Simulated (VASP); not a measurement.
# GdRe (Pm-3m) in VASP: notebook

The runs below take GdRe through single point, with PBE+U.

All numbers are computed with VASP 6.6.1; they aren't measurements. Logs are shortened: lines on timing, memory, paths and dates and some standing lists are left out, and cuts for length are marked.

## Step 1: The cell of the first run

The structure is cubic, space group Pm-3m (No. 221). Conventional cell: a = 3.475 Å, b = 3.475 Å, c = 3.475 Å, α = 90.00°, β = 90.00°, γ = 90.00°. Within 4.0 Å of Gd (site symmetry m-3m) lie 8 Re at 3.01 Å and 6 Gd at 3.48 Å. Re (site symmetry m-3m) has 8 Gd at 3.01 Å and 6 Re at 3.48 Å within 4.0 Å.

## Step 2: Single point, PBE+U, collinear spin, ferromagnetic start

Contents of INCAR:

```
ALGO = Normal
EDIFF = 1E-6
ENCUT = 520
GGA = PE
ISIF = 2
ISMEAR = 0
ISPIN = 2
LASPH = T
LCHARG = F
LDAU = T
LDAUJ = 0 0
LDAUL = 3 -1
LDAUPRINT = 1
LDAUTYPE = 2
LDAUU = 6 0
LMAXMIX = 6
LORBIT = 11
LREAL = F
LWAVE = F
MAGMOM = 7.79 0
NBANDS = 24
NELM = 150
PREC = Accurate
SIGMA = 0.05
```

Contents of KPOINTS:

```
k-points
0
Gamma
  6 6 6
```

Contents of POSCAR:

```
GdRe
1.0
    3.4753604083      0.0000000000      0.0000000000
    0.0000000000      3.4753604083      0.0000000000
    0.0000000000      0.0000000000      3.4753604083
Gd Re
1 1
Direct
    0.0000000000      0.0000000000      0.0000000000
    0.5000000000      0.5000000000      0.5000000000
```

Potentials or basis: VASP PAW PBE potentials, release 64 (Gd, Re).

Launch:

```sh
$ cat potpaw_PBE.64/Gd/POTCAR potpaw_PBE.64/Re/POTCAR > POTCAR
$ mpirun -np 1 vasp_std > vasp.out
```

OUTCAR:

```text
EDIFF = 1E-6
   ENCUT = 520
   GGA = PE
   ISIF = 2
   ISMEAR = 0
   ISPIN = 2
   LASPH = T
   LORBIT = 11
   LREAL = F
   NELM = 150
   PREC = Accurate

 ion  position               nearest neighbor table
   1  0.000  0.000  0.000-   2 3.01   2 3.01   2 3.01   2 3.01   2 3.01   2 3.01   2 3.01   2 3.01

   2  0.500  0.500  0.500-   1 3.01   1 3.01   1 3.01   1 3.01   1 3.01   1 3.01   1 3.01   1 3.01

  LATTYP: Found a simple cubic cell.
 ALAT       =     3.4753604083

  Lattice vectors:

 A1 = (   3.4753604083,   0.0000000000,   0.0000000000)
 A2 = (   0.0000000000,   3.4753604083,   0.0000000000)
 A3 = (   0.0000000000,   0.0000000000,   3.4753604083)

Analysis of symmetry for initial positions (statically):
=====================================================================
 Subroutine PRICEL returns:
 Original cell was already a primitive cell.

 Routine SETGRP: Setting up the symmetry group for a
 simple cubic supercell.

 Subroutine GETGRP returns: Found 48 space group operations
 (whereof 48 operations were pure point group operations)
 out of a pool of 48 trial point group operations.

The static configuration has the point symmetry O_h .

Analysis of symmetry for dynamics (positions and initial velocities):
=====================================================================
 Subroutine PRICEL returns:
 Original cell was already a primitive cell.

 Routine SETGRP: Setting up the symmetry group for a
 simple cubic supercell.

 Subroutine GETGRP returns: Found 48 space group operations
 (whereof 48 operations were pure point group operations)
 out of a pool of 48 trial point group operations.

The dynamic configuration has the point symmetry O_h .

Analysis of structural, dynamic, and magnetic symmetry:
=====================================================================
 Subroutine PRICEL returns:
 Original cell was already a primitive cell.

 Routine SETGRP: Setting up the symmetry group for a
 simple cubic supercell.

 Subroutine GETGRP returns: Found 48 space group operations
 (whereof 48 operations were pure point group operations)
 out of a pool of 48 trial point group operations.

The overall configuration has the point symmetry O_h .

 Subroutine INISYM returns: Found 48 space group operations
 (whereof 48 operations are pure point group operations),
 and found     1 'primitive' translations

----------------------------------------------------------------------------------------

                                     Primitive cell

  volume of cell :      41.9759

  direct lattice vectors                    reciprocal lattice vectors
     3.475360408  0.000000000  0.000000000     0.287739941  0.000000000  0.000000000
     0.000000000  3.475360408  0.000000000     0.000000000  0.287739941  0.000000000
     0.000000000  0.000000000  3.475360408     0.000000000  0.000000000  0.287739941

  length of vectors
     3.475360408  3.475360408  3.475360408     0.287739941  0.287739941  0.287739941

  position of ions in fractional coordinates (direct lattice)
     0.000000000  0.000000000  0.000000000
     0.500000000  0.500000000  0.500000000

  ion indices of the primitive-cell ions
   primitive index   ion index
                 1           1
                 2           2

----------------------------------------------------------------------------------------

 KPOINTS: k-points

Automatic generation of k-mesh.
 Grid dimensions read from file:
 generate k-points for:    6    6    6

 Generating k-lattice:

  Cartesian coordinates                     Fractional coordinates (reciprocal lattice)
     0.047956657  0.000000000  0.000000000     0.166666667  0.000000000  0.000000000
     0.000000000  0.047956657  0.000000000     0.000000000  0.166666667  0.000000000
[... 63 lines left out ...]
   PSTRESS=    0.0 pullay stress
   NELECT =      25.0000    total number of electrons
   NUPDOWN=      -1.0000    fix difference up-down
   EMIN   =  10.00;   EMAX   =-10.00  energy-range for DOS
   EFERMI =   0.00;   METHOD = LEGACY
   ISMEAR =     0;   SIGMA  =   0.05  broadening in eV -4-tet -1-fermi 0-gaus
   EFERMI_NEDOS =   21; number of points for ismear=-14 and -15
   IALGO  =     38    algorithm
   IMIX   =      4    mixing-type and parameters
     AMIX     =   0.40;   BMIX     =  1.00
     AMIX_MAG =   1.60;   BMIX_MAG =  1.00
  volume/ion in A,a.u.               =      20.99       141.63
  Fermi-wavevector in a.u.,A,eV,Ry     =   1.377384  2.602878 25.812786  1.897186
  Thomas-Fermi vector in A             =   2.502542
   LORBIT       =     11    0 simple, 1 ext, 2 COOP (PROOUT), +10 PAW based schemes
 LDA+U is selected, type is set to LDAUTYPE =  2
   angular momentum for each species LDAUL =     3   -1
   U (eV)           for each species LDAUU =   6.0  0.0
   J (eV)           for each species LDAUJ =   0.0  0.0
   GGA     = PE    functional components
   LHFCALC =     F    Hartree Fock is set to
   AEXX    =    0.0000 exact exchange contribution
   IVDW    =     0    specifies the selected vdW correction
   LEPSILON=     F    determine dielectric tensor
   LRPA    =     F    only Hartree local field effects (RPA)
 spin polarized calculation
 Gauss-broadening in eV      SIGMA  =   0.05
  energy-cutoff  :      520.00
  volume of cell :       41.98
 maximum number of plane-waves:      1146
 NGX is ok and might be reduce to    28
   NGX = 13   NGY = 13   NGZ = 13

atom =   1  type =  1  l = 3

 onsite density matrix

spin component  1

  0.9893 -0.0000 -0.0011 -0.0000 -0.0000  0.0000  0.0000
 -0.0000  0.9867 -0.0000 -0.0000 -0.0000  0.0000  0.0000
 -0.0011 -0.0000  0.9898  0.0000 -0.0000  0.0000  0.0000
 -0.0000 -0.0000  0.0000  0.9884 -0.0000  0.0000 -0.0000
 -0.0000 -0.0000 -0.0000 -0.0000  0.9898 -0.0000  0.0011
  0.0000  0.0000  0.0000  0.0000 -0.0000  0.9907 -0.0000
  0.0000  0.0000  0.0000 -0.0000  0.0011 -0.0000  0.9893

spin component  2

  0.0048  0.0000 -0.0016  0.0000  0.0000  0.0000 -0.0000
  0.0000  0.0060  0.0000  0.0000 -0.0000  0.0000  0.0000
 -0.0016  0.0000  0.0056  0.0000 -0.0000  0.0000 -0.0000
  0.0000  0.0000  0.0000  0.0035 -0.0000 -0.0000  0.0000
  0.0000 -0.0000 -0.0000 -0.0000  0.0056  0.0000  0.0016
  0.0000  0.0000  0.0000 -0.0000  0.0000  0.0069 -0.0000
 -0.0000  0.0000 -0.0000  0.0000  0.0016 -0.0000  0.0048

 occupancies and eigenvectors

  o =  0.0035  v =  0.0000  0.0000  0.0000  0.0000  0.0000  0.0000  0.0000  0.0002 -0.0000  0.0001 -1.0000 -0.0001 -0.0000  0.0001      0.0000  0.0000  0.0000  0.0000  0.0000  0.0000  0.0000  0.0000  0.0000  0.0000  0.0000  0.0000  0.0000  0.0000
  o =  0.0035  v =  0.0000  0.0000  0.0000  0.0000  0.0000  0.0000  0.0000  0.0112 -0.0000  0.0087  0.0002 -0.6123  0.0000  0.7905      0.0000  0.0000  0.0000  0.0000  0.0000  0.0000  0.0000  0.0000  0.0000  0.0000  0.0000  0.0000  0.0000  0.0000
  o =  0.0035  v =  0.0000  0.0000  0.0000  0.0000  0.0000  0.0000  0.0000  0.7905 -0.0000  0.6123  0.0002  0.0087 -0.0000 -0.0112      0.0000  0.0000  0.0000  0.0000  0.0000  0.0000  0.0000  0.0000  0.0000  0.0000  0.0000  0.0000  0.0000  0.0000
  o =  0.0060  v =  0.0000  0.0000  0.0000  0.0000  0.0000  0.0000  0.0000  0.0000 -1.0000 -0.0000  0.0000  0.0000  0.0000 -0.0000      0.0000  0.0000  0.0000  0.0000  0.0000  0.0000  0.0000  0.0000  0.0000  0.0000  0.0000  0.0000  0.0000  0.0000
  o =  0.0069  v =  0.0000  0.0000  0.0000  0.0000  0.0000  0.0000  0.0000  0.0000 -0.0000 -0.0000  0.0000  0.0006 -1.0000  0.0005      0.0000  0.0000  0.0000  0.0000  0.0000  0.0000  0.0000  0.0000  0.0000  0.0000  0.0000  0.0000  0.0000  0.0000
  o =  0.0069  v =  0.0000  0.0000  0.0000  0.0000  0.0000  0.0000  0.0000 -0.6124 -0.0000  0.7906 -0.0000  0.0000 -0.0000  0.0000      0.0000  0.0000  0.0000  0.0000  0.0000  0.0000  0.0000  0.0000  0.0000  0.0000  0.0000  0.0000  0.0000  0.0000
  o =  0.0069  v =  0.0000  0.0000  0.0000  0.0000  0.0000  0.0000  0.0000  0.0000 -0.0000  0.0000  0.0000 -0.7906 -0.0008 -0.6124      0.0000  0.0000  0.0000  0.0000  0.0000  0.0000  0.0000  0.0000  0.0000  0.0000  0.0000  0.0000  0.0000  0.0000
  o =  0.9867  v = -0.0000  1.0000 -0.0000  0.0000  0.0000  0.0000 -0.0000  0.0000  0.0000  0.0000  0.0000  0.0000  0.0000  0.0000      0.0000  0.0000  0.0000  0.0000  0.0000  0.0000  0.0000  0.0000  0.0000  0.0000  0.0000  0.0000  0.0000  0.0000
  o =  0.9884  v = -0.0008  0.0000 -0.0006 -0.0079 -0.6124 -0.0000  0.7905  0.0000  0.0000  0.0000  0.0000  0.0000  0.0000  0.0000      0.0000  0.0000  0.0000  0.0000  0.0000  0.0000  0.0000  0.0000  0.0000  0.0000  0.0000  0.0000  0.0000  0.0000
  o =  0.9884  v =  0.7906  0.0000  0.6124  0.0001 -0.0006 -0.0000  0.0008  0.0000  0.0000  0.0000  0.0000  0.0000  0.0000  0.0000      0.0000  0.0000  0.0000  0.0000  0.0000  0.0000  0.0000  0.0000  0.0000  0.0000  0.0000  0.0000  0.0000  0.0000
  o =  0.9884  v =  0.0001  0.0000  0.0001 -1.0000  0.0049  0.0000 -0.0063  0.0000  0.0000  0.0000  0.0000  0.0000  0.0000  0.0000      0.0000  0.0000  0.0000  0.0000  0.0000  0.0000  0.0000  0.0000  0.0000  0.0000  0.0000  0.0000  0.0000  0.0000
  o =  0.9907  v =  0.6124 -0.0000 -0.7906  0.0000 -0.0006 -0.0001 -0.0004  0.0000  0.0000  0.0000  0.0000  0.0000  0.0000  0.0000      0.0000  0.0000  0.0000  0.0000  0.0000  0.0000  0.0000  0.0000  0.0000  0.0000  0.0000  0.0000  0.0000  0.0000
  o =  0.9907  v =  0.0004 -0.0000 -0.0005 -0.0000  0.7749 -0.1980  0.6003  0.0000  0.0000  0.0000  0.0000  0.0000  0.0000  0.0000      0.0000  0.0000  0.0000  0.0000  0.0000  0.0000  0.0000  0.0000  0.0000  0.0000  0.0000  0.0000  0.0000  0.0000
  o =  0.9907  v = -0.0001  0.0000  0.0002  0.0000 -0.1565 -0.9802 -0.1212  0.0000  0.0000  0.0000  0.0000  0.0000  0.0000  0.0000      0.0000  0.0000  0.0000  0.0000  0.0000  0.0000  0.0000  0.0000  0.0000  0.0000  0.0000  0.0000  0.0000  0.0000

 number of electron      24.9999994 magnetization       6.5060468

 Free energy of the ion-electron system (eV)
  ---------------------------------------------------
  ext. energy  EPLUGINS =         0.00000000
  ---------------------------------------------------
  free energy    TOTEN  =       -22.51757753 eV

  energy without entropy =      -22.51495181  energy(sigma->0) =      -22.51626467

 E-fermi :   4.4505     XC(G=0): -11.9656

 val. band max:        4.4383143481   @ k =   0.1667   0.1667   0.1667
 cond. band min:       4.4969084833   @ k =   0.0000   0.0000   0.0000
 fundamental gap:      0.0585941352
 Fermi energy:         4.4504595891

 spin component 1

 k-point     1 :       0.0000    0.0000    0.0000
  band No.  band energies     occupation
      1     -39.3149      1.00000
      2     -16.5166      1.00000
      3     -16.5166      1.00000
      4     -16.5166      1.00000
      5      -1.8655      1.00000
      6      -1.8655      1.00000
[... 529 lines left out ...]
     23      15.7522      0.00000
     24      15.8759      0.00000
 Fermi energy:         4.4504595891

 spin component 2

 k-point     1 :       0.0000    0.0000    0.0000
  band No.  band energies     occupation
      1     -36.1638      1.00000
      2     -14.2803      1.00000
      3     -14.2803      1.00000
      4     -14.2803      1.00000
      5      -1.5728      1.00000
      6       1.3202      1.00000
[... 529 lines left out ...]
     23      16.6997      0.00000
     24      16.7040      0.00000

------------------------ aborting loop because EDIFF is reached ----------------------------------------

  FORCE on cell =-STRESS in cart. coord.  units (eV):
  Direction    XX          YY          ZZ          XY          YZ          ZX
  --------------------------------------------------------------------------------------
  -------------------------------------------------------------------------------------
  Total        0.1661190      0.1661190      0.1661190     -0.0000000     -0.0000000      0.0000000
  in kB        6.3405985      6.3405985      6.3405985     -0.0000000     -0.0000000      0.0000000
  external PRESSURE =       6.3405985 kB  Pullay stress =       0.0000000 kB

 VOLUME and BASIS-vectors are now :
 -----------------------------------------------------------------------------
  energy-cutoff  :      520.00
  volume of cell :       41.98
      direct lattice vectors                 reciprocal lattice vectors
     3.475360408  0.000000000  0.000000000     0.287739941  0.000000000  0.000000000
     0.000000000  3.475360408  0.000000000     0.000000000  0.287739941  0.000000000
     0.000000000  0.000000000  3.475360408     0.000000000  0.000000000  0.287739941

 POSITION                                       TOTAL-FORCE (eV/Angst)
 -----------------------------------------------------------------------------------
      0.00000      0.00000      0.00000         0.000000      0.000000      0.000000
      1.73768      1.73768      1.73768         0.000000      0.000000      0.000000
 -----------------------------------------------------------------------------------
    total drift:                               -0.000000      0.000000     -0.000000

  FREE ENERGIE OF THE ION-ELECTRON SYSTEM (eV)
  ---------------------------------------------------
  free  energy   TOTEN  =       -22.5175775346 eV

  energy  without entropy=      -22.5149518108  energy(sigma->0) =      -22.51626467

 total charge

# of ion       s       p       d       f       tot
--------------------------------------------------
    1        2.067   5.608   0.705   6.954  15.335
    2        0.602   0.255   4.868   0.000   5.725
--------------------------------------------------
tot          2.669   5.863   5.573   6.954  21.059

 magnetization (x)

# of ion       s       p       d       f       tot
--------------------------------------------------
    1        0.004  -0.088   0.099   6.882   6.896
    2       -0.032   0.002  -0.571   0.000  -0.600
--------------------------------------------------
tot         -0.028  -0.086  -0.472   6.882   6.296
```

It took 33 s on 1 thread of Intel Xeon 6975P-C (Granite Rapids), shared host; peak memory 0.2 GiB.

Results:

* Free energy: -22.5176 eV
* Pressure: 0.6 GPa
* Net moment: 6.51 μB per cell
* Site moments: Gd +6.90; Re -0.60 μB
* Valence electrons inside the program's atomic spheres: Gd 15.34; Re 5.72

Eigenvalues of the final occupation matrices:
```tsv
site	spin	trace	eigenvalues
site 1 f	1	6.92	0.99 0.99 0.99 0.99 0.99 0.99 0.99
site 1 f	2	0.04	0.00 0.00 0.00 0.01 0.01 0.01 0.01
```

Caveat: spin-orbit coupling is left out, which moves the levels of the heavy elements. The state reached can hang on the start; a lower one may exist.

## Step 3: Single point, PBE+U, collinear spin, ferromagnetic start

Contents of INCAR:

```
SYSTEM = GdRe
PREC = Accurate
ENCUT = 520
EDIFF = 1E-6
ISMEAR = 0
SIGMA = 0.05
LREAL = .False.
LASPH = .True.
NELM = 150
ALGO = Normal
ISIF = 2
LWAVE = .False.
LCHARG = .False.
ISPIN = 2
MAGMOM = 7.8 0
LORBIT = 11
LMAXMIX = 6
LDAU = .True.
LDAUTYPE = 2
LDAUL = 3 -1
LDAUU = 6 0
LDAUJ = 0 0
LDAUPRINT = 1
GGA = PE
NBANDS = 24
```

Contents of KPOINTS:

```
regular mesh
0
Gamma
  6 6 6
  0 0 0
```

POSCAR is that of step 2.

Potentials or basis: VASP PAW PBE potentials, release 64 (Gd, Re).

Launch:

```sh
$ cat potpaw_PBE.64/Gd/POTCAR potpaw_PBE.64/Re/POTCAR > POTCAR
$ mpirun -np 1 vasp_std > vasp.out
```

It took 34 s on 1 thread of Intel Xeon 6975P-C (Granite Rapids), shared host; peak memory 0.2 GiB.

The run converged. Its results:

- Free energy: -22.5176 eV
- Pressure: 0.6 GPa
- Net moment: 6.51 μB per cell
- Site moments: Gd +6.90; Re -0.60 μB
- Valence electrons inside the program's atomic spheres: Gd 15.34; Re 5.72

Levels at points of the mesh, in eV from the Fermi level:
Spin up:
| k point | band 13 | band 14 | band 15 | band 16 | band 17 | band 18 |
| --- | --- | --- | --- | --- | --- | --- |
| (0.00, 0.00, 0.00) | -3.10 | -3.10 | 0.29 | 0.29 | 0.29 | 3.87 |
| (0.50, 0.00, 0.00) | -2.08 | -1.37 | 0.32 | 0.32 | 0.67 | 1.13 |
| (0.50, 0.50, 0.00) | -2.92 | -1.29 | -1.29 | 2.04 | 2.11 | 2.58 |
| (0.50, 0.50, 0.50) | -0.67 | -0.67 | -0.63 | -0.63 | -0.63 | 2.20 |
Spin down:
```
           k point  band 5  band 6  band 7  band 8  band 9  band 10  band 11  band 12  band 13  band 14
(0.00, 0.00, 0.00)   -6.02   -3.13   -3.13    0.05    0.05     0.05     4.37     4.37     4.75     4.75
(0.50, 0.00, 0.00)   -2.55   -1.91   -1.71   -0.13   -0.13     0.49     1.40     1.92     3.37     3.37
(0.50, 0.50, 0.00)   -3.96   -2.87   -1.41   -1.41    1.71     1.79     2.68     2.68     4.71     4.71
(0.50, 0.50, 0.50)   -0.78   -0.78   -0.78   -0.33   -0.33    -0.33     1.80     1.80     2.78     4.85
```

Eigenvalues of the final occupation matrices:
```
    site  spin  trace                         eigenvalues
site 1 f     1   6.92  0.99 0.99 0.99 0.99 0.99 0.99 0.99
site 1 f     2   0.04  0.00 0.00 0.00 0.01 0.01 0.01 0.01
```

Caveat: spin-orbit coupling is left out, which moves the levels of the heavy elements. The state reached can hang on the start; a lower one may exist.

## Step 4: Single point, PBE+U, collinear spin, ferrimagnetic start (volume scaled by 0.960)

Contents of INCAR:

```
SYSTEM = GdRe
ALGO = Normal
EDIFF = 1E-6
ENCUT = 520
GGA = PE
ISIF = 2
ISMEAR = 0
ISPIN = 2
LASPH = .TRUE.
LCHARG = .FALSE.
LDAU = .TRUE.
LDAUJ = 0 0
LDAUL = 3 -1
LDAUPRINT = 1
LDAUTYPE = 2
LDAUU = 6 0
LMAXMIX = 6
LORBIT = 11
LREAL = .FALSE.
LWAVE = .FALSE.
MAGMOM = 7.78 -0.25
NBANDS = 24
NELM = 150
PREC = Accurate
SIGMA = 0.05
```

Contents of KPOINTS:

```
k-points
0
G
  8 8 8
  0 0 0
```

Contents of POSCAR:

```
GdRe
1.0
    3.4283903206      0.0000000000      0.0000000000
    0.0000000000      3.4283903206      0.0000000000
    0.0000000000      0.0000000000      3.4283903206
Gd Re
1 1
Direct
    0.0000000000      0.0000000000      0.0000000000
    0.5000000000      0.5000000000      0.5000000000
```

Launch:

```sh
$ cat potpaw_PBE.64/Gd/POTCAR potpaw_PBE.64/Re/POTCAR > POTCAR
$ mpirun -np 1 vasp_std > vasp.out
```

It took 43 s on 1 thread of Intel Xeon 6975P-C (Granite Rapids), shared host; peak memory 0.22 GiB.

It converged, with:

| Item | Value |
| --- | --- |
| Free energy | -22.4846 eV |
| Pressure | 5.2 GPa |
| Band gap on the k mesh | zero (filled and empty bands overlap) |
| Net moment | 7.03 μB per cell |
| Site moments | Gd +6.92; Re -0.20 μB |
| Valence electrons inside the program's atomic spheres | Gd 15.38; Re 5.79 |

Levels at points of the mesh, in eV from the Fermi level:
Spin up:
```tsv
k point	band 13	band 14	band 15	band 16	band 17	band 18	band 19	band 20
(0.00, 0.00, 0.00)	-3.47	-3.47	0.09	0.09	0.09	3.89	3.89	7.60
(0.50, 0.00, 0.00)	-2.19	-1.69	0.14	0.14	0.54	0.96	2.34	2.71
(0.50, 0.50, 0.00)	-3.20	-1.57	-1.57	1.95	1.98	2.66	2.66	4.68
(0.50, 0.50, 0.50)	-0.84	-0.84	-0.80	-0.80	-0.80	2.08	2.08	4.24
```
Spin down:
| k point | band 6 | band 7 | band 8 | band 9 | band 10 | band 11 | band 12 | band 13 |
| --- | --- | --- | --- | --- | --- | --- | --- | --- |
| (0.00, 0.00, 0.00) | -3.31 | -3.31 | 0.08 | 0.08 | 0.08 | 4.49 | 4.49 | 4.83 |
| (0.50, 0.00, 0.00) | -2.02 | -1.69 | -0.08 | -0.08 | 0.56 | 1.30 | 2.09 | 3.42 |
| (0.50, 0.50, 0.00) | -2.97 | -1.48 | -1.48 | 1.85 | 1.94 | 2.89 | 2.89 | 4.79 |
| (0.50, 0.50, 0.50) | -0.70 | -0.70 | -0.37 | -0.37 | -0.37 | 1.94 | 1.94 | 2.96 |

Eigenvalues of the final occupation matrices:
| site | spin | trace | eigenvalues |
| --- | --- | --- | --- |
| site 1 f | 1 | 6.92 | 0.99 0.99 0.99 0.99 0.99 0.99 0.99 |
| site 1 f | 2 | 0.04 | 0.00 0.00 0.00 0.01 0.01 0.01 0.01 |

Caveat: spin-orbit coupling is left out, which moves the levels of the heavy elements.

(Part 1 of 2 ends here.)
